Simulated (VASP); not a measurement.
Input of a VASP 6.6.1 run:

File INCAR:

```
SYSTEM = ScSi11O24
PREC = Accurate ; ENCUT = 520
EDIFF = 1E-6 ; ISMEAR = -1
SIGMA = 0.01 ; LREAL = Auto
LASPH = .TRUE. ; NELM = 100
ALGO = Normal ; ISIF = 2
LWAVE = .FALSE. ; LCHARG = .FALSE.
GGA = PE ; NBANDS = 124
NELECT = 200.0
```

The input KPOINTS:

```
regular mesh
0
G
  3 3 4
  0 0 0
```

Contents of POSCAR:

```
ScSi11O24
1.0
   -7.3745400000      4.2576926541      5.4084000000
    7.3745400000     -4.2576926541      5.4084000000
    2.4581800000      4.2576926541     -5.4084000000
Sc Si O
1 11 24
Direct
    0.3285524569      0.5458000360      0.2126807105
    0.8148544203      0.0484707513      0.2073415145
    0.8506806320      0.5795617193      0.7533151617
    0.3408431313      0.0801743654      0.7448022377
    0.4077511059      0.1887036274      0.2513732827
    0.9167212674      0.6769376764      0.2479669292
    0.8726337736      0.1330394849      0.6898528911
    0.3809664371      0.6608132144      0.7270114173
    0.2583107332      0.2724282907      0.5347171543
    0.7732707796      0.7560601174      0.5352356550
    0.7730706045      0.2686229571      0.0301754377
    0.2840574273      0.7920019359      0.0638230200
    0.5458629299      0.5566254246      0.3330258547
    0.0161351166      0.0884629907      0.3223215496
    0.0418866358      0.6047526437      0.8666037126
    0.5346661403      0.1121372389      0.8510859978
    0.2499844837      0.5552183724      0.4176067860
    0.7543560951      0.0501165223      0.3834690376
    0.8054333874      0.6018219451      0.9490680206
    0.3049168233      0.1072554918      0.9496051595
    0.3398672108      0.4907437234      0.7440383922
    0.8133889374      0.9559809386      0.6928710873
    0.8665074283      0.4941380082      0.2300068145
    0.3453272517      1.0042329818      0.2342980415
    0.3230375207      0.2705440843      0.3606670922
    0.8428587153      0.7653199343      0.3694695076
    0.8118495383      0.2373707372      0.8279900757
    0.3240343689      0.7705520697      0.8622781844
    0.6508365929      0.3570742398      0.4539014897
    0.1560507765      0.8546777107      0.4479268429
    0.1034092212      0.2866822165      0.8492164445
    0.6223076604      0.8284818909      0.9012257322
    0.9092220522      0.7587379538      0.7572296485
    0.3690709131      0.2408484014      0.7199726789
    0.4040931510      0.7782594090      0.2629311567
    0.8631842797      0.2273508945      0.2148952813
```

Potentials or basis: VASP PAW PBE potentials, release 64 (Sc_sv, Si, O).

Run with:

```sh
$ cat potpaw_PBE.64/Sc_sv/POTCAR potpaw_PBE.64/Si/POTCAR potpaw_PBE.64/O/POTCAR > POTCAR
$ mpirun -np 1 vasp_std > vasp.out
```

Question: What does it give for the largest force?

Answer: 0.100 eV/Å.

Forces on the atoms (eV/Å):
```
Sc  -0.006  0.005  0.015
Si  -0.017  0.001  0.013
Si  -0.028  0.001 -0.014
Si  -0.011  0.006 -0.001
Si   0.013 -0.017  0.009
Si  -0.003 -0.002  0.003
Si   0.034 -0.071 -0.062
Si   0.024  0.034  0.007
Si   0.004  0.008 -0.001
Si   0.024  0.042  0.047
Si   0.015  0.021  0.000
Si   0.006 -0.012 -0.001
O   -0.073  0.005 -0.037
O    0.010  0.001 -0.001
O    0.000  0.004  0.007
O   -0.001  0.010  0.006
O    0.014 -0.046 -0.051
O    0.015  0.010 -0.013
O   -0.006 -0.005  0.002
O    0.001  0.003  0.004
O    0.013  0.001  0.007
O    0.011  0.005  0.008
O    0.001  0.000  0.004
O   -0.001 -0.010 -0.009
O    0.008 -0.002 -0.001
O    0.019  0.003 -0.005
O   -0.013  0.000  0.002
O    0.001 -0.005  0.010
O    0.009 -0.004  0.002
O   -0.003 -0.004  0.003
O   -0.064 -0.009  0.023
O   -0.005 -0.016 -0.016
O    0.007 -0.006  0.012
O   -0.003 -0.006 -0.002
O    0.020  0.052  0.032
O   -0.013  0.003 -0.002
```

Caveat: the cell carries a net charge on a neutralising background, which shifts energy and pressure.
